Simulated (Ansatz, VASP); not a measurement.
**NiO: VASP beside Ansatz**

File POSCAR:

```
NiO
1.0
    0.0000000000      2.2835484600      2.2835484600
    2.2835484600      0.0000000000      2.2835484600
    2.2835484600      2.2835484600      0.0000000000
Ni O
1 1
Direct
    0.0000000000      0.0000000000      0.0000000000
    0.2500000000      0.2500000000      0.2500000000
```

The input INCAR.step1:

```
PREC = Accurate ; ENCUT = 600
EDIFF = 1E-5 ; ISMEAR = -1
SIGMA = 0.05 ; LREAL = False
LASPH = True ; NELM = 150
ALGO = Normal ; LWAVE = True
LCHARG = False ; ISPIN = 2
MAGMOM = 1 0 ; LORBIT = 11
LMAXMIX = 4 ; GGA = PE
NBANDS = 19
```

The input INCAR.step2:

```
PREC = Accurate ; ENCUT = 600
EDIFF = 1E-6 ; ISMEAR = -1
SIGMA = 0.05 ; LREAL = False
LASPH = True ; NELM = 150
ALGO = Normal ; ISIF = 3
LWAVE = False ; LCHARG = False
ISPIN = 2 ; MAGMOM = 1 0
LORBIT = 11 ; LMAXMIX = 4
GGA = PS ; LHFCALC = True
AEXX = 0.25 ; HFSCREEN = 0.207
PRECFOCK = Normal ; IBRION = 2
NSW = 60 ; EDIFFG = -0.01
ISTART = 1
```

KPOINTS

```
regular mesh
0
Gamma
  5 5 5
```

Contents of input:

```
crystal:
  lattice:
    - [0.0, 2.28354846, 2.28354846]
    - [2.28354846, 0.0, 2.28354846]
    - [2.28354846, 2.28354846, 0.0]
  atoms:
    - { symbol: Ni, position: [0.0, 0.0, 0.0], spin: 1.0 }
    - { symbol: O, position: [0.25, 0.25, 0.25] }
hamiltonian:
  xc:
    exchange: hjs_pbesol
    correlation: pbesol
    exx: { coeff: 0.25, omega: 0.207 }
  pseudopotentials: { kind: paw }
magnetization:
  spin_polarized: true
kpoints:
  mp_grid: { grid: [5, 5, 5] }
scf:
  occupations: { method: fermi_dirac, width: 0.05 }
output:
  forces: true
  stress: true
  eigenvalues: true
relax:
  f_tol: 0.01
  max_steps: 40
  cell: { stress_tol: 0.05 }
```

Alike in both runs: task relaxation of cell and atoms; functional PBEsol-based screened hybrid with a share of 0.25 of exact exchange and HFSCREEN = 0.207; k mesh 5 × 5 × 5; occupations fermi-dirac, width 0.05 eV; collinear spin.

```csv
,VASP,Ansatz
version,VASP 6.6.1,Ansatz 0.2.0
potentials or method,"VASP PAW PBE potentials, release 64 (Ni, O)",Ansatz PAW
plane-wave cutoff (eV),600,420
valence electrons in the cell,16,24
```

Ansatz gave:

| Item | Value |
| --- | --- |
| gap on the k mesh at the Fermi level, each at its own relaxed structure (eV) | none |
| net moment per atom (μB) | 1.00 |
| size of the moment on the site where the two differ most (μB) | 1.65 |
| relaxed volume (Å³/atom) | 10.63 |
| relaxed length of the cell vector where the two differ most in proportion (Å) | 3.109 |

Task: Estimate VASP's values.

Result: gap on the k mesh at the Fermi level, each at its own relaxed structure (eV): none; net moment per atom (μB): 1.00; size of the moment on the site where the two differ most (μB): 1.64; relaxed volume (Å³/atom): 10.64; relaxed length of the cell vector where the two differ most in proportion (Å): 3.111.

VASP's potentials were made for PBE, not for PBEsol-based screened hybrid. Site moments also hang on the region over which each program counts them. A gap of «none» marks a metal or a gap that the smearing closes. VASP's potentials hold 16 valence electrons a cell and Ansatz's 24, so a difference there can come from the potentials and not from the codes.

The k mesh is coarse, so the values compare programs but aren't converged. Noted on Ansatz's run: the magnetic or orbital state may not be the lowest; the plane-wave basis is chosen anew once the cell has moved, so the energies of steps on either side of that aren't comparable.
